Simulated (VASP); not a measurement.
# TaN (P-6m2) in VASP: further runs

TaN is run at these levels: HSE06, B3LYP, PBE0, PBEsol; tasks: single point.

Program: VASP 6.6.1. These are calculated values, not measurements. Logs are shortened: lines on timing, memory, paths and dates and some standing lists are left out, and cuts for length are marked.

### 1 The cell of the first run

Symmetry: P-6m2, No. 187, hexagonal system. The conventional cell has a = 2.938 Å, b = 2.938 Å, c = 2.883 Å, α = 90.00°, β = 90.00°, γ = 120.00°. Ta (site symmetry -6m2) has 6 N at 2.23 Å and 8 Ta at 2.88 to 2.94 Å within 3.0 Å. Within 3.0 Å of N (site symmetry -6m2) lie 6 Ta at 2.23 Å and 8 N at 2.88 to 2.94 Å.

### 2 Single point, HSE06

Input file POSCAR:

```
TaN
1.0
    2.9380000000      0.0000000000      0.0000000000
   -1.4690000000      2.5443826363      0.0000000000
    0.0000000000      0.0000000000      2.8830000000
Ta N
1 1
Direct
    0.0000000000      0.0000000000      0.5000000000
    0.6666666667      0.3333333333      0.0000000000
```

Input file INCAR.step1:

```
SYSTEM = TaN
PREC     = Accurate       ! precision mode
ENCUT    = 520            ! plane-wave cutoff, eV
EDIFF    = 1E-5           ! SCF threshold, eV
ISMEAR   = -1             ! smearing method
SIGMA    = 0.05           ! smearing width, eV
LREAL    = .False.        ! projectors in reciprocal space
LASPH    = .True.         ! aspherical terms in the spheres
NELM     = 100            ! most SCF steps
ALGO     = Normal         ! electronic algorithm
ISIF     = 2              ! what is computed and relaxed
LWAVE    = .True.         ! write WAVECAR
LCHARG   = .False.        ! write CHGCAR
GGA      = PE             ! functional
NBANDS   = 15             ! bands
```

Input file INCAR.step2:

```
SYSTEM = TaN
PREC     = Accurate       ! precision mode
ENCUT    = 520            ! plane-wave cutoff, eV
EDIFF    = 1E-6           ! SCF threshold, eV
ISMEAR   = -1             ! smearing method
SIGMA    = 0.05           ! smearing width, eV
LREAL    = .False.        ! projectors in reciprocal space
LASPH    = .True.         ! aspherical terms in the spheres
NELM     = 100            ! most SCF steps
ALGO     = Normal         ! electronic algorithm
ISIF     = 2              ! what is computed and relaxed
LWAVE    = .False.        ! write WAVECAR
LCHARG   = .False.        ! write CHGCAR
GGA      = PE             ! functional
LHFCALC  = .True.         ! exact exchange
HFSCREEN = 0.2079         ! screening, 1/A
PRECFOCK = Normal       
ISTART   = 1            
NBANDS   = 15             ! bands
```

Input file KPOINTS:

```
Automatic mesh
0
Gamma
  5 5 5
  0 0 0
```

Potentials or basis: VASP PAW PBE potentials, release 64 (Ta_pv, N).

Command:

```sh
$ cat potpaw_PBE.64/Ta_pv/POTCAR potpaw_PBE.64/N/POTCAR > POTCAR
$ cp INCAR.step1 INCAR
$ mpirun -np 1 vasp_std > vasp.out
$ cp INCAR.step2 INCAR
$ mpirun -np 1 vasp_std > vasp.out
```

OUTCAR:

```text
SYSTEM = TaN
   PREC = Accurate
   ENCUT = 520
   EDIFF = 1E-6
   ISMEAR = -1
   LREAL = .False.
   LASPH = .True.
   NELM = 100
   ISIF = 2
   GGA = PE
   LHFCALC = .True.
   HFSCREEN = 0.2079
   PRECFOCK = Normal
   ISTART = 1

 ion  position               nearest neighbor table
   1  0.000  0.000  0.500-   2 2.23   2 2.23   2 2.23   2 2.23   2 2.23   2 2.23
   2  0.667  0.333  0.000-   1 2.23   1 2.23   1 2.23   1 2.23   1 2.23   1 2.23

  LATTYP: Found a hexagonal cell.
 ALAT       =     2.9380000000
 C/A-ratio  =     0.9812797822

  Lattice vectors:

 A1 = (   2.9380000000,   0.0000000000,   0.0000000000)
 A2 = (  -1.4690000000,   2.5443826363,   0.0000000000)
 A3 = (   0.0000000000,   0.0000000000,   2.8830000000)

Analysis of symmetry for initial positions (statically):
=====================================================================
 Subroutine PRICEL returns:
 Original cell was already a primitive cell.

 Routine SETGRP: Setting up the symmetry group for a
 hexagonal supercell.

 Subroutine GETGRP returns: Found 12 space group operations
 (whereof 12 operations were pure point group operations)
 out of a pool of 24 trial point group operations.

The static configuration has the point symmetry D_3h.

Analysis of symmetry for dynamics (positions and initial velocities):
=====================================================================
 Subroutine PRICEL returns:
 Original cell was already a primitive cell.

 Routine SETGRP: Setting up the symmetry group for a
 hexagonal supercell.

 Subroutine GETGRP returns: Found 12 space group operations
 (whereof 12 operations were pure point group operations)
 out of a pool of 24 trial point group operations.

The dynamic configuration has the point symmetry D_3h.

 Subroutine INISYM returns: Found 12 space group operations
 (whereof 12 operations are pure point group operations),
 and found     1 'primitive' translations

----------------------------------------------------------------------------------------

                                     Primitive cell

  volume of cell :      21.5516

  direct lattice vectors                    reciprocal lattice vectors
     2.938000000  0.000000000  0.000000000     0.340367597  0.196511324  0.000000000
    -1.469000000  2.544382636  0.000000000     0.000000000  0.393022648  0.000000000
     0.000000000  0.000000000  2.883000000     0.000000000  0.000000000  0.346860909

  length of vectors
     2.938000000  2.938000000  2.883000000     0.393022648  0.393022648  0.346860909

  position of ions in fractional coordinates (direct lattice)
     0.000000000  0.000000000  0.500000000
     0.666666667  0.333333333  0.000000000

  ion indices of the primitive-cell ions
   primitive index   ion index
                 1           1
                 2           2

----------------------------------------------------------------------------------------

 KPOINTS: Automatic mesh

Automatic generation of k-mesh.
 Grid dimensions read from file:
 generate k-points for:    5    5    5

 Generating k-lattice:

  Cartesian coordinates                     Fractional coordinates (reciprocal lattice)
     0.068073519  0.039302265  0.000000000     0.200000000  0.000000000  0.000000000
     0.000000000  0.078604530  0.000000000     0.000000000  0.200000000  0.000000000
     0.000000000  0.000000000  0.069372182     0.000000000  0.000000000  0.200000000

  Length of vectors
     0.078604530  0.078604530  0.069372182

  Shift w.r.t. Gamma in fractional coordinates (k-lattice)
     0.000000000  0.000000000  0.000000000

 Subroutine IBZKPT returns following result:
 ===========================================

 Found     15 irreducible k-points:

 Following reciprocal coordinates:
            Coordinates               Weight
  0.000000  0.000000  0.000000      1.000000
  0.200000  0.000000  0.000000      6.000000
  0.400000  0.000000  0.000000      6.000000
  0.200000  0.200000  0.000000      6.000000
  0.400000  0.200000  0.000000      6.000000
  0.000000  0.000000  0.200000      2.000000
  0.200000  0.000000  0.200000     12.000000
  0.400000  0.000000  0.200000     12.000000
  0.200000  0.200000  0.200000     12.000000
  0.400000  0.200000  0.200000     12.000000
  0.000000  0.000000  0.400000      2.000000
  0.200000  0.000000  0.400000     12.000000
  0.400000  0.000000  0.400000     12.000000
  0.200000  0.200000  0.400000     12.000000
  0.400000  0.200000  0.400000     12.000000
   k-points           NKPTS =     15   k-points in BZ     NKDIM =    125   number of bands    NBANDS=     15
   number of dos      NEDOS =    301   number of ions     NIONS =      2
   total plane-waves  NPLWV =  13824
   dimension x,y,z NGX =    24 NGY =   24 NGZ =   24
   dimension x,y,z NGXF=    48 NGYF=   48 NGZF=   48
   ions per type =               1   1
   NGX,Y,Z   is equivalent  to a cutoff of  13.58, 13.58, 13.84 a.u.
   NGXF,Y,Z  is equivalent  to a cutoff of  27.16, 27.16, 27.68 a.u.
 SYSTEM =  TaN
   PREC   = accura    normal or accurate (medium, high low for compatibility)
   ISTART =      1    job   : 0-new  1-cont  2-samecut
   ICHARG =      0    charge: 1-file 2-atom 10-const
   ISPIN  =      1    spin polarized calculation?
   LNONCOLLINEAR =      F non collinear calculations
   LSORBIT =      F    spin-orbit coupling
   LASPH  =      T    aspherical Exc in radial PAW
   ENCUT  =  520.0 eV  38.22 Ry    6.18 a.u.   5.46  5.46  5.36*2*pi/ulx,y,z
   NELM   =    100;   NELMIN=  2; NELMDL=  0     # of ELM steps
   EDIFF  = 0.1E-05   stopping-criterion for ELM
   LREAL  =      F    real-space projection
   EDIFFG = 0.1E-04   stopping-criterion for IOM
   NSW    =      0    number of steps for IOM
   IBRION =     -1    ionic relax: 0-MD 1-quasi-New 2-CG
   NFREE  =      0    steps in history (QN), initial steepest desc. (CG)
   ISIF   =      2    stress and relaxation
   ISYM   =      3    0-nonsym 1-usesym 2-fastsym
   POTIM  = 0.5000    time-step for ionic-motion
   TEBEG  =    0.0;   TEEND  =   0.0 temperature during run
   PSTRESS=    0.0 pullay stress
   NELECT =      16.0000    total number of electrons
   NUPDOWN=      -1.0000    fix difference up-down
   EMIN   =  10.00;   EMAX   =-10.00  energy-range for DOS
   EFERMI =   0.00;   METHOD = LEGACY
   ISMEAR =    -1;   SIGMA  =   0.05  broadening in eV -4-tet -1-fermi 0-gaus
   EFERMI_NEDOS =   21; number of points for ismear=-14 and -15
   IALGO  =     38    algorithm
   IMIX   =      1    mixing-type and parameters
     AMIX     =   0.40;   BMIX     =  1.00
     AMIX_MAG =   1.60;   BMIX_MAG =  1.00
  volume/ion in A,a.u.               =      10.78        72.72
  Fermi-wavevector in a.u.,A,eV,Ry     =   1.482365  2.801264 29.897531  2.197407
  Thomas-Fermi vector in A             =   2.596160
   LORBIT       =      0    0 simple, 1 ext, 2 COOP (PROOUT), +10 PAW based schemes
   GGA     = PE    functional components
   LHFCALC =     T    Hartree Fock is set to
   PRECFOCK=normal    Normal, Fast or Accurate (Low or Medium for compatibility)
   ENCUT4O =  -1.0   cutoff for four orbital integrals eV
   NKREDX  =     1    reduce k-point grid by
   NKREDY  =     1    reduce k-point grid by
   NKREDZ  =     1    reduce k-point grid by
   AEXX    =    0.2500 exact exchange contribution
   HFSCREEN=    0.2079 screening length (either q_TF or 0.3 A-1)
   HFSCREENC=   0.2079 screening length for correlation (either q_TF or 0.3 A-1)
   ENCUTFOCK=  -1.0 apply spherical cutoff to Coloumb kernel
   IVDW    =     0    specifies the selected vdW correction
   LEPSILON=     F    determine dielectric tensor
   LRPA    =     F    only Hartree local field effects (RPA)
 non-spin polarized calculation
  energy-cutoff  :      520.00
  volume of cell :       21.55
 maximum number of plane-waves:       599
 NGX is ok and might be reduce to    24
  NGX = 18; NGY = 18; NGZ = 18

 number of electron      16.0000001 magnetization

 Free energy of the ion-electron system (eV)
  ---------------------------------------------------
  ext. energy  EPLUGINS =         0.00000000
  ---------------------------------------------------
  free energy    TOTEN  =       -26.38442776 eV

  energy without entropy =      -26.38220968  energy(sigma->0) =      -26.38331872

 E-fermi :   8.3441     XC(G=0): -10.8909

 val. band max:        8.3441413459   @ k =   0.0000   0.0000   0.4000
 cond. band min:       8.3441415441   @ k =   0.0000   0.0000   0.4000
 fundamental gap:      0.0000001981
 Fermi energy:         8.3441414453

 k-point     1 :       0.0000    0.0000    0.0000
  band No.  band energies     occupation
      1     -29.2335      2.00000
      2     -28.9642      2.00000
      3     -28.9642      2.00000
      4     -11.8767      2.00000
      5       2.7824      2.00000
      6       2.7824      2.00000
      7       3.2602      2.00000
      8       4.5470      2.00000
      9      10.9351      0.00000
     10      12.4026      0.00000
     11      12.4026      0.00000
     12      12.9452      0.00000
     13      12.9452      0.00000
     14      22.2060      0.00000
     15      23.4111      0.00000

 k-point     2 :       0.2000    0.0000    0.0000
  band No.  band energies     occupation
      1     -29.3955      2.00000
      2     -29.1751      2.00000
      3     -29.0565      2.00000
      4     -11.0600      2.00000
      5       0.8980      2.00000
      6       3.3639      2.00000
      7       3.5500      2.00000
      8       4.1920      2.00000
      9      10.9962      0.00000
     10      12.5411      0.00000
     11      12.6128      0.00000
     12      13.4458      0.00000
     13      13.7830      0.00000
     14      22.2087      0.00000
     15      23.4092      0.00000
[... 203 lines left out ...]
      3     -29.1817      2.00000
      4      -9.5628      2.00000
      5      -0.0490      2.00000
      6       0.5587      2.00000
      7       2.8229      2.00000
      8       6.1750      2.00000
      9      11.9678      0.00000
     10      12.7566      0.00000
     11      13.6746      0.00000
     12      15.6443      0.00000
     13      19.3089      0.00000
     14      22.3329      0.00000
     15      23.3997      0.00000

 k-point    15 :       0.4000    0.2000    0.4000
  band No.  band energies     occupation
      1     -29.8630      2.00000
      2     -29.8338      2.00000
      3     -29.3654      2.00000
      4      -9.6272      2.00000
      5      -0.6638      2.00000
      6       0.4720      2.00000
      7       2.8122      2.00000
      8       7.1548      2.00000
      9      13.1837      0.00000
     10      13.6421      0.00000
     11      15.0392      0.00000
     12      16.2538      0.00000
     13      18.8844      0.00000
     14      20.9208      0.00000
     15      22.5894      0.00000

------------------------ aborting loop because EDIFF is reached ----------------------------------------

  FORCE on cell =-STRESS in cart. coord.  units (eV):
  Direction    XX          YY          ZZ          XY          YZ          ZX
  --------------------------------------------------------------------------------------
  -------------------------------------------------------------------------------------
  Total       -0.5443378     -0.5443378     -0.6588608      0.0000000      0.0000000      0.0000000
  in kB      -40.4669242    -40.4669242    -48.9807443      0.0000000      0.0000000      0.0000000
  external PRESSURE =     -43.3048643 kB  Pullay stress =       0.0000000 kB

 VOLUME and BASIS-vectors are now :
 -----------------------------------------------------------------------------
  energy-cutoff  :      520.00
  volume of cell :       21.55
      direct lattice vectors                 reciprocal lattice vectors
     2.938000000  0.000000000  0.000000000     0.340367597  0.196511324  0.000000000
    -1.469000000  2.544382636  0.000000000     0.000000000  0.393022648  0.000000000
     0.000000000  0.000000000  2.883000000     0.000000000  0.000000000  0.346860909

 POSITION                                       TOTAL-FORCE (eV/Angst)
 -----------------------------------------------------------------------------------
      0.00000      0.00000      1.44150        -0.000000      0.000000      0.000000
      1.46900      0.84813      0.00000         0.000000     -0.000000      0.000000
 -----------------------------------------------------------------------------------
    total drift:                                0.000000     -0.000002     -0.000000

  FREE ENERGIE OF THE ION-ELECTRON SYSTEM (eV)
  ---------------------------------------------------
  free  energy   TOTEN  =       -26.3844277556 eV

  energy  without entropy=      -26.3822096846  energy(sigma->0) =      -26.38331872
```

It took 12 min on 1 thread of Intel Xeon 8259CL, shared host; peak memory 0.23 GiB.

What came out:

```yaml
Free_energy: -26.3844 eV
Pressure: -4.3 GPa
Band_gap_on_the_k_mesh: zero (filled and empty bands touch)
```

Caveat: the k points lie up to 0.49 Å⁻¹ apart; the PAW data sets were made with another functional, which shifts forces and pressure a little; spin-orbit coupling is left out, which moves the levels of the heavy elements.

### 3 Single point, B3LYP

This run uses another cell than the first one, of 11.42 Å³/atom.

Input file POSCAR:

```
TaN
1.0
    2.9956224723      0.0000000000      0.0000000000
   -1.4978112361      2.5942851611      0.0000000000
    0.0000000000      0.0000000000      2.9395437670
Ta N
1 1
Direct
    0.0000000000      0.0000000000      0.5000000000
    0.6666666667      0.3333333333      0.0000000000
```

Input file INCAR.step1:

```
SYSTEM = TaN
ALGO = Normal ; EDIFF = 1E-5
ENCUT = 520 ; GGA = PE
ISIF = 2 ; ISMEAR = -1
LASPH = .TRUE. ; LREAL = .FALSE.
LWAVE = .TRUE. ; NBANDS = 15
NELM = 60 ; PREC = Accurate
SIGMA = 0.05
```

Input file INCAR.step2:

```
SYSTEM = TaN
AEXX = 0.2 ; AGGAC = 0.81
AGGAX = 0.72 ; ALDAC = 0.19
ALGO = Normal ; EDIFF = 1E-6
ENCUT = 520 ; GGA = B3
ISIF = 2 ; ISMEAR = -1
ISTART = 1 ; LASPH = .TRUE.
LCHARG = .TRUE. ; LELF = .TRUE.
LHFCALC = .TRUE. ; LREAL = .FALSE.
LVHAR = .TRUE. ; LWAVE = .FALSE.
NBANDS = 15 ; NELM = 60
PREC = Accurate ; PRECFOCK = Normal
SIGMA = 0.05
```

Input file KPOINTS:

```
k-points
0
G
  5 5 5
  0 0 0
```

Potentials or basis: VASP PAW PBE potentials, release 64 (Ta_pv, N).

Command:

```sh
$ cat potpaw_PBE.64/Ta_pv/POTCAR potpaw_PBE.64/N/POTCAR > POTCAR
$ cp INCAR.step1 INCAR
$ mpirun -np 1 vasp_std > vasp.out
$ cp INCAR.step2 INCAR
$ mpirun -np 1 vasp_std > vasp.out
```

Wall time 43 min (1 thread of Intel Xeon Platinum 8488C (Sapphire Rapids), shared host); peak memory 0.15 GiB.

It converged, with:

* Free energy: -25.2911 eV
* Pressure: -11.7 GPa
* Band gap on the k mesh: 0.56 eV

Stress tensor (GPa, compression positive):
```
-11.08   0.00   0.00
  0.00 -11.08   0.00
  0.00   0.00 -12.99
```

Levels at points of the mesh, in eV from the valence-band top:
```
           k point  band 4  band 5  band 6  band 7  band 8  band 9  band 10  band 11  band 12  band 13
(0.00, 0.00, 0.00)  -19.19   -5.13   -5.13   -4.64   -3.54    2.86     4.21     4.22     4.66     4.66
```

Caveat: the k points lie up to 0.48 Å⁻¹ apart; the PAW data sets were made with another functional, which shifts forces and pressure a little; spin-orbit coupling is left out, which moves the levels of the heavy elements.

(Continued in part 2 of 2.)

The gap in the log of VASP goes by the Fermi energy; the results here count the filled bands.